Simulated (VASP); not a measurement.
Input of a VASP 6.6.1 run:

INCAR

```
PREC = Accurate ; ENCUT = 600
EDIFF = 1E-6 ; ISMEAR = 0
SIGMA = 0.1 ; LREAL = False
LASPH = True ; NELM = 100
ALGO = Normal ; ISIF = 3
LWAVE = False ; LCHARG = False
GGA = PE ; IBRION = 2
NSW = 100 ; EDIFFG = -0.01
```

The input KPOINTS:

```
Automatic mesh
0
Gamma
  12 12 6
```

File POSCAR:

```
KAlH5
1.0
    3.2913869066      0.0000000000      0.0000000000
    0.0000000000      3.2913869066      0.0000000000
    0.0000000000      0.0000000000      5.9568075600
K Al H
1 1 5
Direct
    0.0000000000      0.0000000000      0.5000000000
    0.5000000000      0.5000000000      0.0000000000
    0.0000000000      0.5000000000      0.1739229841
    0.0000000000      0.5000000000      0.8260770159
    0.5000000000      0.0000000000      0.1739229841
    0.5000000000      0.0000000000      0.8260770159
    0.0000000000      0.0000000000      0.0000000000
```

Potentials or basis: VASP PAW PBE potentials, release 64 (K_sv, Al, H).

The run is started by

```sh
$ cat potpaw_PBE.64/K_sv/POTCAR potpaw_PBE.64/Al/POTCAR potpaw_PBE.64/H/POTCAR > POTCAR
$ mpirun -np 1 vasp_std > vasp.out
```

(1) Estimate the space group after relaxing (to 0.05 Å).

(2) Predict the relaxed cell.

Answers

(1) P4/mmm (No. 123).

(2) a = 3.249 Å, b = 3.249 Å, c = 6.008 Å, α = 90.00°, β = 90.00°, γ = 90.00°.
